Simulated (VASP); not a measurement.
Pt, 1 atom in the cell. Symmetry: I4/mmm, No. 139, tetragonal system. Conventional cell: a = 3.422 Å, b = 3.422 Å, c = 2.915 Å, α = 90.00°, β = 90.00°, γ = 90.00°. Pt (site symmetry 4/mmm) has 14 Pt at 2.82 to 3.42 Å within 3.7 Å.  This cell differs from its parent crystal: strain +0.080 along x and y, -0.080 along z.

```yaml
Program: VASP 6.6.1
Task: single point
Functional: PBE
Potentials_or_basis: VASP PAW PBE potentials, release 64 (Pt)
Cutoff: 520 eV
k_mesh: 22 × 22 × 22
Occupations: gaussian, width 0.15 eV
Spin: no spin polarisation
Dipole_correction: no
Further_INCAR_settings: ALGO = Fast; EDIFF = 1e-06; NBANDS = 11
```

Potentials or basis: VASP PAW PBE potentials, release 64 (Pt).

The run is started by

```sh
$ cat potpaw_PBE.64/Pt/POTCAR > POTCAR
$ mpirun -np 1 vasp_std > vasp.out
```

Hardware: 1 thread of Intel Xeon 8259CL, with other jobs on the host.

Q: How long does it take, and how much memory?

A: It took 3.3 min on 1 thread of Intel Xeon 8259CL (shared host), peak memory 0.28 GiB. Counts: scf iterations 12, k points 834.
